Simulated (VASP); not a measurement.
A run of VASP 6.6.1 is set up as follows.

The input INCAR:

```
SYSTEM = Si4Mo
ALGO     = Normal         ! electronic algorithm
EDIFF    = 1E-7           ! SCF threshold, eV
EDIFFG   = -0.08          ! ionic threshold
ENCUT    = 600            ! plane-wave cutoff, eV
GGA      = PE             ! functional
IBRION   = 2              ! ionic algorithm
ISIF     = 3              ! what is computed and relaxed
ISMEAR   = 0              ! smearing method
LASPH    = .TRUE.         ! aspherical terms in the spheres
LCHARG   = .FALSE.        ! write CHGCAR
LREAL    = .FALSE.        ! projectors in reciprocal space
LWAVE    = .FALSE.        ! write WAVECAR
NELM     = 100            ! most SCF steps
NSW      = 36             ! ionic steps
PREC     = Accurate       ! precision mode
SIGMA    = 0.2            ! smearing width, eV
```

The input KPOINTS:

```
k-points
0
G
  4 4 4
  0 0 0
```

Contents of POSCAR:

```
Si4Mo
1.0
    2.7864209000     -3.6773444300      0.0000000000
    2.7864209000      3.6773444300      0.0000000000
   -2.4785584700      0.0000000000      3.8774008800
Si Mo
4 1
Direct
    0.0000000000      0.0000000000      0.0000000000
    0.2646822300      0.7353177700      0.5000000000
    0.7353177700      0.2646822300      0.5000000000
    0.5000000000      0.5000000000      0.0000000000
    0.0000000000      0.0000000000      0.5000000000
```

Potentials or basis: VASP PAW PBE potentials, release 64 (Si, Mo_sv).

Launch:

```console
$ cat potpaw_PBE.64/Si/POTCAR potpaw_PBE.64/Mo_sv/POTCAR > POTCAR
$ mpirun -np 1 vasp_std > vasp.out
```

(1) What does it give for the relaxed cell?

(2) What does it give for the space group after relaxing (to 0.1 Å)?

Answers

(1) a = 4.637 Å, b = 4.637 Å, c = 4.946 Å, α = 104.35°, β = 104.35°, γ = 118.49°.

(2) Fmmm (No. 69).

Caveat: the k points lie up to 0.43 Å⁻¹ apart in the final cell, too coarse for converged energies and pressures of a metal.
